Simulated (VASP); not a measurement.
Here is a VASP 6.6.1 calculation.

Contents of INCAR:

```
  PREC = Accurate
  ENCUT = 520
  EDIFF = 1E-7
  ISMEAR = 0
  SIGMA = 0.02
  LREAL = F
  LASPH = T
  NELM = 60
  ALGO = Normal
  ISIF = 2
  LWAVE = F
  LCHARG = F
  GGA = CA
  NBANDS = 11
```

The input KPOINTS:

```
Automatic mesh
0
Gamma
  10 10 10
```

The input POSCAR:

```
BAs
1.0
    0.0000000000      2.4044111665      2.4044111665
    2.4044111665      0.0000000000      2.4044111665
    2.4044111665      2.4044111665      0.0000000000
B As
1 1
Direct
    0.0000000000      0.0000000000      0.0000000000
    0.2500000000      0.2500000000      0.2500000000
```

Potentials or basis: VASP PAW LDA potentials, release 64 (B, As).

Run with:

```console
$ cat potpaw_LDA.64/B/POTCAR potpaw_LDA.64/As/POTCAR > POTCAR
$ mpirun -np 1 vasp_std > vasp.out
```

Question: Predict the band gap on the k mesh.

Answer: 1.14 eV, indirect (least direct gap 3.22 eV).

Question: Predict the pressure.

Answer: -5.7 GPa.

A k mesh can miss the band edges. LDA gaps usually lie below the measured ones, often by a third to a half.
